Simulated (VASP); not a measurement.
A run of VASP 6.6.1 is set up as follows.

INCAR

```
SYSTEM = Si62Ge
PREC = Accurate
ENCUT = 520
EDIFF = 1E-6
ISMEAR = -1
SIGMA = 0.05
LREAL = Auto
LASPH = .True.
NELM = 80
ALGO = Normal
ISIF = 2
LWAVE = .False.
LCHARG = .False.
GGA = PS
NBANDS = 168
NELECT = 264.0
```

File KPOINTS:

```
Automatic mesh
0
Gamma
  1 1 1
  0 0 0
```

Contents of POSCAR:

```
Si62Ge
1.0
   10.8600000000      0.0000000000      0.0000000000
    0.0000000000     10.8600000000      0.0000000000
    0.0000000000      0.0000000000     10.8600000000
Si Ge
62 1
Direct
    0.5051989153      0.0046933318      0.0051989153
    0.7453066682      0.2448010847      0.0051989153
    0.8734412958      0.3719540512      0.1259650325
    0.8731874290      0.1270722957      0.3731874290
    0.0006737992     -0.0000874813      0.0008507962
    0.1254320048      0.1245482934      0.1254517066
    0.2495935101      0.2493381219      0.0006618781
    0.3778299732      0.3721700268      0.1238805011
    0.5006618781      0.5004064899      0.0006618781
    0.6254517066      0.6245679952      0.1254517066
    0.7500874813      0.7493262008      0.0008507962
    0.8731874290      0.8768125710      0.1229277043
    0.2502597261     -0.0001659062      0.2501659062
    0.3780459488      0.1240349675      0.3734412958
    0.5051989153      0.2448010847      0.2453066682
    0.6259650325      0.3719540512      0.3734412958
    0.7501659062      0.4997402739      0.2501659062
    0.8752413312      0.6260360940      0.3752413312
    0.5008507962     -0.0000874813      0.5006737992
    0.6254517066      0.1245482934      0.6254320048
    0.7500874813      0.2491492038      0.5006737992
    0.8752720658      0.3743551046      0.6251044981
    0.7501659062     -0.0001659062      0.7502597261
    0.8734412958      0.1240349675      0.8780459488
   -0.0004491466      0.4998050355      0.0005247533
    0.1252395672      0.6247604328      0.1264330751
    0.2501949645      0.7504491466      0.0005247533
    0.3780459488      0.8765587042      0.1259650325
    0.0006737992      0.2491492038      0.2500874813
    0.1251044981      0.3743551046      0.3752720658
    0.2509962000      0.4990038000      0.2504620485
    0.3756448954      0.6248955019      0.3752720658
    0.5008507962      0.7493262008      0.2500874813
    0.6229277043      0.8768125710      0.3731874290
   -0.0012874158      0.0009299670      0.4987125842
    0.1252395672      0.1235669249      0.6252395672
    0.2501949645      0.2494752467      0.4995508534
    0.3755708786      0.3744291214      0.6244521943
    0.5005247533      0.4998050355      0.4995508534
    0.6264330751      0.6247604328      0.6252395672
    0.7490700330      0.7512874158      0.4987125842
    0.8752413312      0.8747586688      0.6239639060
    0.2509962000     -0.0004620485      0.7509962000
    0.3778299732      0.1261194989      0.8778299732
    0.5006618781      0.2493381219      0.7495935101
    0.6238805011      0.3721700268      0.8778299732
    0.7504620485      0.4990038000      0.7509962000
    0.8752720658      0.6248955019      0.8756448954
   -0.0012874158      0.7512874158      0.2490700330
    0.1239639060      0.8747586688      0.3752413312
    0.0003320243      0.5006704277      0.5003320243
    0.1253379582      0.6246620418      0.6253379582
    0.2493295723      0.7496679757      0.5003320243
    0.3756448954      0.8747279342      0.6251044981
   -0.0004491466      0.2494752467      0.7501949645
    0.1244521943      0.3744291214      0.8755708786
    0.2499299946      0.5000700054      0.7499299946
    0.3755708786      0.6255478057      0.8755708786
    0.5005247533      0.7504491466      0.7501949645
    0.6259650325      0.8765587042      0.8780459488
    0.0003320243      0.7496679757      0.7493295723
    0.1251044981      0.8747279342      0.8756448954
    0.7307315472      0.0192684528      0.2307315472
```

Potentials or basis: VASP PAW PBE potentials, release 64 (Si, Ge_d).

Command:

```bash
$ cat potpaw_PBE.64/Si/POTCAR potpaw_PBE.64/Ge_d/POTCAR > POTCAR
$ mpirun -np 1 vasp_gam > vasp.out
```

**Question.** Estimate the largest force.

**Answer.** 0.036 eV/Å.

Forces in eV/Å, atoms in the order of the input:
```
Si   0.007 -0.006  0.007
Si   0.006 -0.007  0.007
Si   0.007  0.018 -0.005
Si  -0.011 -0.010 -0.011
Si  -0.002 -0.011 -0.002
Si   0.012 -0.006  0.006
Si  -0.002  0.005 -0.005
Si  -0.022  0.022  0.018
Si  -0.005  0.002 -0.005
Si   0.006 -0.012  0.006
Si   0.011  0.002 -0.002
Si  -0.011  0.011  0.010
Si   0.008 -0.008  0.008
Si  -0.018  0.005  0.007
Si   0.007 -0.007  0.006
Si  -0.005  0.018  0.007
Si   0.008 -0.008  0.008
Si  -0.001 -0.012 -0.001
Si  -0.002 -0.011 -0.002
Si   0.006 -0.006  0.012
Si   0.011  0.002 -0.002
Si   0.000  0.006  0.002
Si   0.008 -0.008  0.008
Si   0.007  0.005 -0.018
Si  -0.007 -0.007  0.008
Si   0.008 -0.008  0.001
Si   0.007  0.007  0.008
Si  -0.018 -0.007 -0.005
Si  -0.002  0.002  0.011
Si   0.002  0.006  0.000
Si  -0.002  0.002 -0.019
Si  -0.006 -0.002  0.000
Si  -0.002  0.002  0.011
Si   0.010  0.011 -0.011
Si  -0.009  0.000 -0.009
Si   0.008 -0.001  0.008
Si   0.007 -0.008 -0.007
Si  -0.004  0.004  0.014
Si   0.008 -0.007 -0.007
Si   0.001 -0.008  0.008
Si   0.000  0.009 -0.009
Si  -0.001  0.001  0.012
Si  -0.002  0.019 -0.002
Si  -0.022 -0.018 -0.022
Si  -0.005  0.005 -0.002
Si   0.018  0.022 -0.022
Si  -0.019  0.002 -0.002
Si   0.000 -0.002 -0.006
Si  -0.009  0.009  0.000
Si   0.012  0.001 -0.001
Si  -0.003  0.003 -0.003
Si   0.006 -0.006  0.006
Si  -0.003  0.003 -0.003
Si  -0.006  0.000  0.002
Si  -0.007 -0.008  0.007
Si   0.014  0.004 -0.004
Si  -0.005  0.005 -0.005
Si  -0.004 -0.014 -0.004
Si   0.008  0.007  0.007
Si  -0.005 -0.007 -0.018
Si  -0.003  0.003 -0.003
Si   0.002  0.000 -0.006
Ge   0.009 -0.009  0.009
```

Caveat: the k points lie up to 0.58 Å⁻¹ apart; the cell carries a net charge on a neutralising background, which shifts energy and pressure; the PAW data sets were made with another functional, which shifts forces and pressure a little.
